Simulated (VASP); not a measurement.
Input of a VASP 6.6.1 run:

File POSCAR:

```
InP
1.0
    0.0000000000      2.8799429557      2.8799429557
    2.8799429557      0.0000000000      2.8799429557
    2.8799429557      2.8799429557      0.0000000000
In P
1 1
Direct
    0.0000000000      0.0000000000      0.0000000000
    0.2500000000      0.2500000000      0.2500000000
```

Contents of INCAR.step1:

```
PREC = Accurate ; ENCUT = 520
EDIFF = 1E-5 ; ISMEAR = 0
SIGMA = 0.01 ; LREAL = F
LASPH = T ; NELM = 60
ALGO = Normal ; ISIF = 2
LWAVE = T ; NBANDS = 16
GGA = PE
```

INCAR.step2

```
PREC = Accurate ; ENCUT = 520
EDIFF = 1E-7 ; ISMEAR = 0
SIGMA = 0.01 ; LREAL = F
LASPH = T ; NELM = 60
ALGO = Normal ; ISIF = 2
LWAVE = F ; LCHARG = T
GGA = PE ; LHFCALC = T
HFSCREEN = 0.2079 ; PRECFOCK = Normal
LELF = T ; LVHAR = T
NBANDS = 16 ; ISTART = 1
```

KPOINTS

```
regular mesh
0
Gamma
  6 6 6
```

Potentials or basis: VASP PAW PBE potentials, release 64 (In_d, P).

Launch:

```bash
$ cat potpaw_PBE.64/In_d/POTCAR potpaw_PBE.64/P/POTCAR > POTCAR
$ cp INCAR.step1 INCAR
$ mpirun -np 1 vasp_std > vasp.out
$ cp INCAR.step2 INCAR
$ mpirun -np 1 vasp_std > vasp.out
```

Task: What does it give for the band gap on the k mesh?

Result: 1.81 eV.

Task: Estimate the pressure.

Result: 5.8 GPa.

Caveat: the cell differs from its parent crystal (strain -2.5%); the cell stands under pressure; the PAW data sets were made with another functional, which shifts forces and pressure a little; spin-orbit coupling is left out, which moves the levels of the heavy elements. A k mesh can miss the band edges.
